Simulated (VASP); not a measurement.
Crystal: Pt.

```
CELL_PARAMETERS angstrom
3.92000 0.00000 0.00000
0.00000 3.92000 0.00000
0.00000 0.00000 3.92000
ATOMIC_POSITIONS crystal
Pt 0.00000 0.00000 0.00000
Pt 0.00000 0.50000 0.50000
Pt 0.50000 0.00000 0.50000
Pt 0.50000 0.50000 0.00000
```

```yaml
Program: VASP 6.6.1
Task: relaxation of cell and atoms
Functional: LDA
Potentials_or_basis: VASP PAW LDA potentials, release 64 (Pt)
Cutoff: 600 eV
k_mesh: 6 × 6 × 6
Occupations: fermi-dirac, width 0.05 eV
Spin: no spin polarisation
```

At the start: pressure -4.5 GPa; volume 15.06 Å³/atom.

**Question.** How do energy, volume and symmetry change on relaxing?

**Answer.** Over 3 steps the energy falls by 3.3 meV/atom and the volume is 14.83 Å³/atom (-1.5 %); space group Fm-3m (No. 225, to 0.05 Å).

Step by step:
```csv
step,energy change (eV),largest force (eV/Å),pressure (GPa),volume (Å³)
1,0.0000,0.0000,-4.51,60.24
2,0.1151,0.0000,15.98,56.61
3,-0.0132,0.0000,-0.10,59.33
```

Final structure:
```xyz
4
Lattice="3.9002 0.0000 0.0000 0.0000 3.9002 0.0000 0.0000 0.0000 3.9002" Properties=species:S:1:pos:R:3 pbc="T T T"
Pt    0.0000    0.0000    0.0000
Pt    0.0000    1.9501    1.9501
Pt    1.9501    0.0000    1.9501
Pt    1.9501    1.9501    0.0000
```
